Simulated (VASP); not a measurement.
# Te2Mo: relaxation of cell and atoms with r2SCAN

Te2Mo:

```
Te Mo
1.0
     3.56338    0.00000    0.00000
    -1.78169    3.08598    0.00000
     0.00000    0.00000   14.72781
Te Mo
4 2
Direct
  0.33333 0.66667 0.62849
  0.66667 0.33333 0.12849
  0.33333 0.66667 0.87151
  0.66667 0.33333 0.37151
  0.33333 0.66667 0.25000
  0.66667 0.33333 0.75000
```

| Property | Result |
| --- | --- |
| Program | VASP 6.6.1 |
| Task | relaxation of cell and atoms |
| Functional | r2SCAN |
| Potentials or basis | VASP PAW PBE potentials, release 64 (Te, Mo_sv) |
| Cutoff | 600 eV |
| k mesh | 9 × 9 × 2 |
| Occupations | gaussian, width 0.02 eV |
| Spin | no spin polarisation |
| Dipole correction | no |
| Further INCAR settings | ALGO = Normal; EDIFF = 1e-07; IBRION = 2; EDIFFG = -0.002; NSW = 100; ISIF = 3 |

* Relaxed volume: 27.01 Å³/atom
* Relaxed cell: a = 3.564 Å, b = 3.564 Å, c = 14.736 Å, α = 90.00°, β = 90.00°, γ = 120.00°
* Space group after relaxing (to 0.1 Å): P6_3/mmc (No. 194)
* Energy gained by relaxing: 0.0 meV/atom
* Ionic steps: 7
* Pressure after relaxing: 0.0 GPa
* Band gap on the k mesh: 1.06 eV (least direct gap 1.06 eV)

Final structure:
```
CELL_PARAMETERS angstrom
3.56381 0.00000 0.00000
-1.78190 3.08635 0.00000
0.00000 0.00000 14.73589
ATOMIC_POSITIONS crystal
Te 0.33333 0.66667 0.62845
Te 0.66667 0.33333 0.12845
Te 0.33333 0.66667 0.87155
Te 0.66667 0.33333 0.37155
Mo 0.33333 0.66667 0.25000
Mo 0.66667 0.33333 0.75000
```

Levels at points of the mesh, in eV from the valence-band top:
```csv
k point,band 22,band 23,band 24,band 25,band 26,band 27,band 28,band 29,band 30,band 31
"(0.00, 0.00, 0.00)",-1.07,-1.07,-0.78,-0.71,0.00,3.05,3.05,3.12,3.12,3.33
"(0.00, 0.00, 0.50)",-1.08,-1.08,-1.08,-0.15,-0.15,3.08,3.08,3.08,3.08,3.40
```

It took 30 min on 1 thread of Intel(R) Xeon(R) Platinum 8488C (Sapphire Rapids), with other jobs on the host, peak memory 0.42 GiB.

Caveat: the PAW data sets were made with another functional, which shifts forces and pressure a little; spin-orbit coupling is left out, which moves the levels of the heavy elements. r2SCAN opens gaps a little over a GGA but as a rule still falls short of measured ones.
